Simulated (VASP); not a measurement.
# MoS2 (P6_3/mmc) in VASP: notebook, part 2 of 2

VASP 6.6.1. Earlier steps stand in the parts before.

**4. Relaxation of cell and atoms, PBE+D3(BJ)**

This run uses another cell than the first one, of 17.73 Å³/atom, 1.024 times its volume.

The input, INCAR:

```
SYSTEM = MoS2
  PREC = Accurate
  ENCUT = 600
  EDIFF = 1E-6
  ISMEAR = 0
  SIGMA = 0.1
  LREAL = .False.
  LASPH = .True.
  NELM = 60
  ALGO = Normal
  ISIF = 3
  LWAVE = .False.
  LCHARG = .False.
  GGA = PE
  IVDW = 12
  IBRION = 2
  NSW = 100
  EDIFFG = -0.05
```

The input, KPOINTS:

```
Automatic mesh
0
Gamma
  6 6 2
  0 0 0
```

The input, POSCAR:

```
MoS2
1.0
    3.1610016016      0.0000000000      0.0000000000
   -1.5805008008      2.7375076884      0.0000000000
    0.0000000000      0.0000000000     12.2950000000
Mo S
2 4
Direct
    0.3333333333      0.6666666667      0.2500000000
    0.6666666667      0.3333333333      0.7500000000
    0.3333333333      0.6666666667      0.6275000000
    0.6666666667      0.3333333333      0.1275000000
    0.3333333333      0.6666666667      0.8725000000
    0.6666666667      0.3333333333      0.3725000000
```

Potentials or basis: VASP PAW PBE potentials, release 64 (Mo_sv, S).

Command:

```bash
> cat potpaw_PBE.64/Mo_sv/POTCAR potpaw_PBE.64/S/POTCAR > POTCAR
> mpirun -np 1 vasp_std > vasp.out
```

OUTCAR:

```text
SYSTEM = MoS2
   PREC = Accurate
   ENCUT = 600
   EDIFF = 1E-6
   ISMEAR = 0
   LREAL = .False.
   LASPH = .True.
   NELM = 60
   ISIF = 3
   GGA = PE
   IVDW = 12
   IBRION = 2
   NSW = 100
   EDIFFG = -0.05
 IVDW          = 12

 ion  position               nearest neighbor table
   1  0.333  0.667  0.250-   4 2.37   6 2.37   4 2.37   6 2.37   4 2.37   6 2.37
   2  0.667  0.333  0.750-   3 2.37   5 2.37   3 2.37   5 2.37   3 2.37   5 2.37
   3  0.333  0.667  0.627-   2 2.37   2 2.37   2 2.37
   4  0.667  0.333  0.127-   1 2.37   1 2.37   1 2.37
   5  0.333  0.667  0.873-   2 2.37   2 2.37   2 2.37
   6  0.667  0.333  0.373-   1 2.37   1 2.37   1 2.37

  LATTYP: Found a hexagonal cell.
 ALAT       =     3.1610016016
 C/A-ratio  =     3.8895899305

  Lattice vectors:

 A1 = (   3.1610016016,   0.0000000000,   0.0000000000)
 A2 = (  -1.5805008008,   2.7375076884,   0.0000000000)
 A3 = (   0.0000000000,   0.0000000000,  12.2950000000)

Analysis of symmetry for initial positions (statically):
=====================================================================
 Subroutine PRICEL returns:
 Original cell was already a primitive cell.

 Routine SETGRP: Setting up the symmetry group for a
 hexagonal supercell.

 Subroutine GETGRP returns: Found 24 space group operations
 (whereof 12 operations were pure point group operations)
 out of a pool of 24 trial point group operations.

The static configuration has the point symmetry D_3d.
 The point group associated with its full space group is D_6h.

Analysis of symmetry for dynamics (positions and initial velocities):
=====================================================================
 Subroutine PRICEL returns:
 Original cell was already a primitive cell.

 Routine SETGRP: Setting up the symmetry group for a
 hexagonal supercell.

 Subroutine GETGRP returns: Found 24 space group operations
 (whereof 12 operations were pure point group operations)
 out of a pool of 24 trial point group operations.

The dynamic configuration has the point symmetry D_3d.
 The point group associated with its full space group is D_6h.

 Subroutine INISYM returns: Found 24 space group operations
 (whereof 12 operations are pure point group operations),
 and found     1 'primitive' translations

----------------------------------------------------------------------------------------

                                     Primitive cell

  volume of cell :     106.3919

  direct lattice vectors                    reciprocal lattice vectors
     3.161001602  0.000000000  0.000000000     0.316355423  0.182647889  0.000000000
    -1.580500801  2.737507688  0.000000000     0.000000000  0.365295778  0.000000000
     0.000000000  0.000000000 12.295000000     0.000000000  0.000000000  0.081333876

  length of vectors
     3.161001602  3.161001602 12.295000000     0.365295778  0.365295778  0.081333876

  position of ions in fractional coordinates (direct lattice)
     0.333333333  0.666666667  0.250000000
     0.666666667  0.333333333  0.750000000
     0.333333333  0.666666667  0.627500000
     0.666666667  0.333333333  0.127500000
     0.333333333  0.666666667  0.872500000
     0.666666667  0.333333333  0.372500000

  ion indices of the primitive-cell ions
   primitive index   ion index
                 1           1
                 2           2
                 3           3
                 4           4
                 5           5
                 6           6

----------------------------------------------------------------------------------------

 KPOINTS: Automatic mesh

Automatic generation of k-mesh.
 Grid dimensions read from file:
 generate k-points for:    6    6    2

 Generating k-lattice:

  Cartesian coordinates                     Fractional coordinates (reciprocal lattice)
     0.052725904  0.030441315  0.000000000     0.166666667  0.000000000  0.000000000
     0.000000000  0.060882630  0.000000000     0.000000000  0.166666667  0.000000000
     0.000000000  0.000000000  0.040666938     0.000000000  0.000000000  0.500000000

  Length of vectors
     0.060882630  0.060882630  0.040666938

  Shift w.r.t. Gamma in fractional coordinates (k-lattice)
     0.000000000  0.000000000  0.000000000

 Subroutine IBZKPT returns following result:
 ===========================================

 Found     14 irreducible k-points:

 Following reciprocal coordinates:
            Coordinates               Weight
  0.000000  0.000000  0.000000      1.000000
  0.166667 -0.000000  0.000000      6.000000
  0.333333  0.000000  0.000000      6.000000
  0.500000 -0.000000  0.000000      3.000000
  0.166667  0.166667  0.000000      6.000000
  0.333333  0.166667  0.000000     12.000000
  0.333333  0.333333  0.000000      2.000000
  0.000000  0.000000  0.500000      1.000000
  0.166667 -0.000000  0.500000      6.000000
  0.333333  0.000000  0.500000      6.000000
  0.500000 -0.000000  0.500000      3.000000
  0.166667  0.166667  0.500000      6.000000
  0.333333  0.166667  0.500000     12.000000
  0.333333  0.333333  0.500000      2.000000
   k-points           NKPTS =     14   k-points in BZ     NKDIM =     14   number of bands    NBANDS=     31
   number of dos      NEDOS =    301   number of ions     NIONS =      6
   total plane-waves  NPLWV =  76832
   dimension x,y,z NGX =    28 NGY =   28 NGZ =   98
   dimension x,y,z NGXF=    56 NGYF=   56 NGZF=  196
   ions per type =               2   4
   NGX,Y,Z   is equivalent  to a cutoff of  14.73, 14.73, 13.25 a.u.
   NGXF,Y,Z  is equivalent  to a cutoff of  29.45, 29.45, 26.50 a.u.
 SYSTEM =  MoS2
   PREC   = accura    normal or accurate (medium, high low for compatibility)
   ISTART =      0    job   : 0-new  1-cont  2-samecut
   ICHARG =      2    charge: 1-file 2-atom 10-const
   ISPIN  =      1    spin polarized calculation?
   LNONCOLLINEAR =      F non collinear calculations
   LSORBIT =      F    spin-orbit coupling
   LASPH  =      T    aspherical Exc in radial PAW
   ENCUT  =  600.0 eV  44.10 Ry    6.64 a.u.   6.31  6.31 24.56*2*pi/ulx,y,z
   NELM   =     60;   NELMIN=  2; NELMDL= -5     # of ELM steps
   EDIFF  = 0.1E-05   stopping-criterion for ELM
   LREAL  =      F    real-space projection
   EDIFFG = -.5E-01   stopping-criterion for IOM
   NSW    =    100    number of steps for IOM
   IBRION =      2    ionic relax: 0-MD 1-quasi-New 2-CG
   NFREE  =      1    steps in history (QN), initial steepest desc. (CG)
   ISIF   =      3    stress and relaxation
   ISYM   =      2    0-nonsym 1-usesym 2-fastsym
   POTIM  = 0.5000    time-step for ionic-motion
   TEBEG  =    0.0;   TEEND  =   0.0 temperature during run
   PSTRESS=    0.0 pullay stress
   NELECT =      52.0000    total number of electrons
   NUPDOWN=      -1.0000    fix difference up-down
   EMIN   =  10.00;   EMAX   =-10.00  energy-range for DOS
   EFERMI =   0.00;   METHOD = LEGACY
   ISMEAR =     0;   SIGMA  =   0.10  broadening in eV -4-tet -1-fermi 0-gaus
   EFERMI_NEDOS =   21; number of points for ismear=-14 and -15
   IALGO  =     38    algorithm
   IMIX   =      4    mixing-type and parameters
     AMIX     =   0.40;   BMIX     =  1.00
     AMIX_MAG =   1.60;   BMIX_MAG =  1.00
  volume/ion in A,a.u.               =      17.73       119.66
  Fermi-wavevector in a.u.,A,eV,Ry     =   1.289555  2.436905 22.625824  1.662951
  Thomas-Fermi vector in A             =   2.421440
   LORBIT       =      0    0 simple, 1 ext, 2 COOP (PROOUT), +10 PAW based schemes
   GGA     = PE    functional components
   LHFCALC =     F    Hartree Fock is set to
   AEXX    =    0.0000 exact exchange contribution
   IVDW    =    12    specifies the selected vdW correction
   LEPSILON=     F    determine dielectric tensor
   LRPA    =     F    only Hartree local field effects (RPA)
 conjugate gradient relaxation of ions
 non-spin polarized calculation
 Gauss-broadening in eV      SIGMA  =   0.10
  energy-cutoff  :      600.00
  volume of cell :      106.39
 maximum number of plane-waves:      3566
 NGX is ok and might be reduce to    28
   NGX = 13   NGY = 13   NGZ = 49

--------------------------------------- Ionic step        1  -------------------------------------------

 number of electron      52.0000000 magnetization

 Free energy of the ion-electron system (eV)
  ---------------------------------------------------
  ext. energy  EPLUGINS =         0.00000000
  ---------------------------------------------------
  free energy    TOTEN  =       -43.46795999 eV

  energy without entropy =      -43.46795999  energy(sigma->0) =      -43.46795999

------------------------ aborting loop because EDIFF is reached ----------------------------------------

 Edisp (eV)   -2.55935

 E8    (eV) :    -1.0322
[... 117 lines left out ...]
  FREE ENERGIE OF THE ION-ELECTRON SYSTEM (eV)
  ---------------------------------------------------
  free  energy   TOTEN  =       -46.1336837457 eV

  energy  without entropy=      -46.1336837457  energy(sigma->0) =      -46.13368375

[... ionic steps 4 to 8 ...]

--------------------------------------- Ionic step        9  -------------------------------------------

 number of electron      51.9999995 magnetization

------------------------ aborting loop because EDIFF is reached ----------------------------------------
[... 83 lines left out ...]
--------------------------------------- Ionic step       11  -------------------------------------------

 number of electron      51.9999994 magnetization

 Free energy of the ion-electron system (eV)
  ---------------------------------------------------
  ext. energy  EPLUGINS =         0.00000000
  ---------------------------------------------------
  free energy    TOTEN  =       -43.54422107 eV

  energy without entropy =      -43.54422107  energy(sigma->0) =      -43.54422107

 E-fermi :   8.3575     XC(G=0): -11.0219

 val. band max:        7.9699305827   @ k =   0.0000   0.0000   0.0000
 cond. band min:       8.7650887918   @ k =   0.1667   0.1667   0.0000
 fundamental gap:      0.7951582091
 Fermi energy:         8.3575250623

 k-point     1 :       0.0000    0.0000    0.0000
  band No.  band energies     occupation
      1     -53.5738      2.00000
      2     -53.5738      2.00000
      3     -27.7407      2.00000
      4     -27.7406      2.00000
      5     -27.4961      2.00000
      6     -27.4961      2.00000
[... 502 lines left out ...]
  FREE ENERGIE OF THE ION-ELECTRON SYSTEM (eV)
  ---------------------------------------------------
  free  energy   TOTEN  =       -46.1726547540 eV

  energy  without entropy=      -46.1726547535  energy(sigma->0) =      -46.17265475

 reached required accuracy - stopping structural energy minimisation
```

It took 3.6 min on 1 thread of Intel Xeon 6975P-C (Granite Rapids), shared host; peak memory 0.3 GiB.

Results:

* Free energy: -46.1727 eV
* Relaxed volume: 17.29 Å³/atom
* Relaxed cell: a = 3.149 Å, b = 3.149 Å, c = 12.075 Å, α = 90.00°, β = 90.00°, γ = 120.00°
* Space group after relaxing (to 0.05 Å): P6_3/mmc (No. 194)
* Energy gained by relaxing: 24.2 meV/atom
* Ionic steps: 11
* Pressure after relaxing: 0.0 GPa
* Largest force after relaxing: 0.004 eV/Å
* Band gap on the k mesh: 0.80 eV, indirect (least direct gap 1.70 eV)
* Dispersion energy per atom: -0.438 eV

Forces on the atoms (eV/Å):
```
Mo   0.000  0.000  0.000
Mo   0.000  0.000  0.000
S    0.000  0.000 -0.004
S    0.000  0.000 -0.004
S    0.000  0.000  0.004
S    0.000  0.000  0.004
```

Stress tensor (GPa, compression positive):
```
-0.06  0.00  0.00
 0.00 -0.06  0.00
 0.00  0.00  0.05
```

The path:
| step | energy change (eV) | largest force (eV/Å) | pressure (GPa) | volume (Å³) |
| --- | --- | --- | --- | --- |
| 1 | 0.0000 | 1.2067 | 4.77 | 106.39 |
| 2 | 0.2503 | 1.4708 | -10.88 | 114.68 |
| 3 | -0.1064 | 0.1349 | -1.61 | 109.20 |
| 4 | -0.1066 | 0.1722 | -1.38 | 109.09 |
| 5 | -0.1226 | 0.0988 | -0.16 | 107.38 |
| 6 | -0.1227 | 0.0952 | -0.10 | 107.30 |
| 7 | -0.1265 | 0.0938 | -0.07 | 106.93 |
| 8 | -0.1361 | 0.0894 | 0.07 | 105.81 |
| 9 | -0.1447 | 0.0794 | 0.50 | 103.58 |
| 10 | -0.1365 | 0.2699 | -1.86 | 104.24 |
| 11 | -0.1453 | 0.0041 | -0.02 | 103.72 |

Final structure:
```xyz
6
Lattice="3.1493 0.0000 0.0000 -1.5747 2.7274 0.0000 0.0000 0.0000 12.0753" Properties=species:S:1:pos:R:3 pbc="T T T"
Mo    0.0000    1.8183    3.0188
Mo    1.5747    0.9091    9.0565
S     0.0000    1.8183    7.4916
S     1.5747    0.9091    1.4540
S     0.0000    1.8183   10.6213
S     1.5747    0.9091    4.5837
```

Levels at points of the mesh, in eV from the valence-band top:
```csv
k point,band 23,band 24,band 25,band 26,band 27,band 28,band 29,band 30
"(0.00, 0.00, 0.00)",-2.16,-1.28,-1.10,0.00,2.09,2.09,2.12,2.12
"(0.50, 0.00, 0.00)",-1.79,-1.53,-1.49,-1.34,1.61,1.67,1.99,2.30
"(0.00, 0.00, 0.50)",-2.19,-2.19,-0.26,-0.26,2.09,2.09,2.09,2.09
"(0.50, 0.00, 0.50)",-1.66,-1.66,-1.40,-1.40,1.64,1.64,2.16,2.16
```

Caveat: the relaxation stopped at a loose force limit of 0.05 eV/Å, so its end isn't a converged minimum. A k mesh can miss the band edges.

**5. Single point, PBE+D3(BJ)**

The input, INCAR:

```
SYSTEM = MoS2
PREC = Accurate
ENCUT = 520
EDIFF = 1E-6
ISMEAR = 0
SIGMA = 0.02
LREAL = .False.
LASPH = .True.
NELM = 100
ALGO = Normal
ISIF = 2
LWAVE = .False.
LCHARG = .False.
GGA = PE
IVDW = 12
NBANDS = 35
```

The input, KPOINTS:

```
regular mesh
0
Gamma
  12 12 4
  0 0 0
```

The input, POSCAR:

```
MoS2
1.0
    3.1493511224      0.0000000000      0.0000000000
   -1.5746755612      2.7274180774      0.0000000000
    0.0000000000      0.0000000000     12.0907538910
Mo S
2 4
Direct
    0.3333333333      0.6666666667      0.2500000000
    0.6666666667      0.3333333333      0.7500000000
    0.3333333333      0.6666666667      0.6204905687
    0.6666666667      0.3333333333      0.1204905687
    0.3333333333      0.6666666667      0.8795094313
    0.6666666667      0.3333333333      0.3795094313
```

Potentials or basis: VASP PAW PBE potentials, release 64 (Mo_sv, S).

Command:

```bash
> cat potpaw_PBE.64/Mo_sv/POTCAR potpaw_PBE.64/S/POTCAR > POTCAR
> mpirun -np 1 vasp_std > vasp.out
```

OUTCAR:

```text
SYSTEM = MoS2
   PREC = Accurate
   ENCUT = 520
   EDIFF = 1E-6
   ISMEAR = 0
   LREAL = .False.
   LASPH = .True.
   NELM = 100
   ISIF = 2
   GGA = PE
   IVDW = 12
 IVDW          = 12

 ion  position               nearest neighbor table
   1  0.333  0.667  0.250-   4 2.40   6 2.40   4 2.40   6 2.40   4 2.40   6 2.40
   2  0.667  0.333  0.750-   3 2.40   5 2.40   3 2.40   5 2.40   3 2.40   5 2.40
   3  0.333  0.667  0.620-   2 2.40   2 2.40   2 2.40
   4  0.667  0.333  0.120-   1 2.40   1 2.40   1 2.40
   5  0.333  0.667  0.880-   2 2.40   2 2.40   2 2.40
   6  0.667  0.333  0.380-   1 2.40   1 2.40   1 2.40
[... 1126 lines left out ...]
  -------------------------------------------------------------------------------------
  Total      -0.08784    -0.08784    -0.13165     0.00000     0.00000     0.00000
  in kB      -1.35506    -1.35506    -2.03097     0.00000     0.00000     0.00000
  external pressure =       -1.58 kB  Pullay stress =        0.00 kB

 VOLUME and BASIS-vectors are now :
 -----------------------------------------------------------------------------
  energy-cutoff  :      520.00
  volume of cell :      103.85
      direct lattice vectors                 reciprocal lattice vectors
     3.149351122  0.000000000  0.000000000     0.317525726  0.183323563  0.000000000
    -1.574675561  2.727418077  0.000000000     0.000000000  0.366647126  0.000000000
     0.000000000  0.000000000 12.090753891     0.000000000  0.000000000  0.082707829

 POSITION                                       TOTAL-FORCE (eV/Angst)
 -----------------------------------------------------------------------------------
     -0.00000      1.81828      3.02269        -0.000000      0.000000      0.000000
      1.57468      0.90914      9.06807         0.000000     -0.000000      0.000000
     -0.00000      1.81828      7.50220         0.000000     -0.000000      0.014069
      1.57468      0.90914      1.45682         0.000000      0.000000      0.014069
     -0.00000      1.81828     10.63393        -0.000000     -0.000000     -0.014069
      1.57468      0.90914      4.58856        -0.000000      0.000000     -0.014069
 -----------------------------------------------------------------------------------
    total drift:                               -0.000000      0.000000     -0.000000

  FREE ENERGIE OF THE ION-ELECTRON SYSTEM (eV)
  ---------------------------------------------------
  free  energy   TOTEN  =       -46.1703794555 eV

  energy  without entropy=      -46.1703794555  energy(sigma->0) =      -46.17037946
```

stdout:

```text
POSCAR found type information on POSCAR MoS
 POSCAR found :  2 types and       6 ions
 scaLAPACK will be used
 LDA part: xc-table for (Slater+PW92), standard interpolation
 POSCAR, INCAR and KPOINTS ok, starting setup
 FFT: planning ... GRIDC
 FFT: planning ... GRID_SOFT
 FFT: planning ... GRID
 WAVECAR not read
 entering main loop
```

Wall time 68 s (1 thread of Intel Xeon 6975P-C (Granite Rapids), shared host); peak memory 0.33 GiB.

Results:

```
Free energy                : -46.1704 eV
Pressure                   : -0.2 GPa
Largest force              : 0.014 eV/Å
Band gap on the k mesh     : 0.80 eV, indirect (least direct gap 1.70 eV)
Dispersion energy per atom : -0.437 eV
```

Forces on the atoms (eV/Å):
```
Mo   0.000  0.000  0.000
Mo   0.000  0.000  0.000
S    0.000  0.000  0.014
S    0.000  0.000  0.014
S    0.000  0.000 -0.014
S    0.000  0.000 -0.014
```

**6. Summary**

| task | spin | cell | k mesh | cutoff (eV) | smearing | gap on the mesh (eV) | pressure (GPa) | largest force (eV/Å) |
| --- | --- | --- | --- | --- | --- | --- | --- | --- |
| single point | off | a = 3.151, b = 3.151, c = 12.082 Å, angles 90.0, 90.0, 120.0°, 6 atoms | 6 × 6 × 2 | 520 | gaussian 0.1 eV | 0.80 | -0.2 | 0.02 |
| single point | collinear, ferromagnetic start | a = 3.161, b = 3.161, c = 12.295 Å, angles 90.0, 90.0, 120.0°, 6 atoms | 6 × 6 × 2 | 500 | gaussian 0.1 eV | 0.73 | 4.8 | 1.21 |
| relaxation of cell and atoms | off | relaxed from a = 3.161, b = 3.161, c = 12.295 Å, angles 90.0, 90.0, 120.0°, 6 atoms | 6 × 6 × 2 | 600 | gaussian 0.1 eV | 0.80 | 0.0 | - |
| single point | off | a = 3.149, b = 3.149, c = 12.091 Å, angles 90.0, 90.0, 120.0°, 6 atoms | 12 × 12 × 4 | 520 | gaussian 0.02 eV | 0.80 | -0.2 | 0.01 |

Alike in all rows: level PBE+D3(BJ); potentials or basis VASP PAW PBE potentials, release 64 (Mo_sv, S).

Caveats: forces of over 1 eV/Å act on the atoms, so gaps and moduli don't describe the material at rest (some runs); the relaxation stopped at a loose force limit of 0.05 eV/Å, so its end isn't a converged minimum (some runs).

Total energies depend on the potentials used, so only differences within one code and one set of settings carry meaning.

**7. Comparison with measurements**

Step 2. Against the measured gap of MoS2, 1.3 eV (indirect; 300 K; “Multiwavelength excitation Raman Scattering Analysis of bulk and 2 dimensional MoS2: Vibrational properties of atomically thin MoS2 layers”, 2015, arxiv:1506.03228), the calculated 0.80 eV is off by -0.50 eV. Spin-orbit coupling on Mo is left out. The value is that of PBE+D3(BJ) on a finite k mesh, which can miss the band edges, without temperature or zero-point motion. Semilocal functionals fall short of measured gaps as a rule.

Step 5. Measured gap of MoS2: 1.3 eV (indirect; 300 K; “Multiwavelength excitation Raman Scattering Analysis of bulk and 2 dimensional MoS2: Vibrational properties of atomically thin MoS2 layers”, 2015, arxiv:1506.03228). This calculation gives 0.80 eV (-0.50 eV). Spin-orbit coupling on Mo is left out. The value is that of PBE+D3(BJ) on a finite k mesh, which can miss the band edges, without temperature or zero-point motion. Semilocal functionals fall short of measured gaps as a rule.
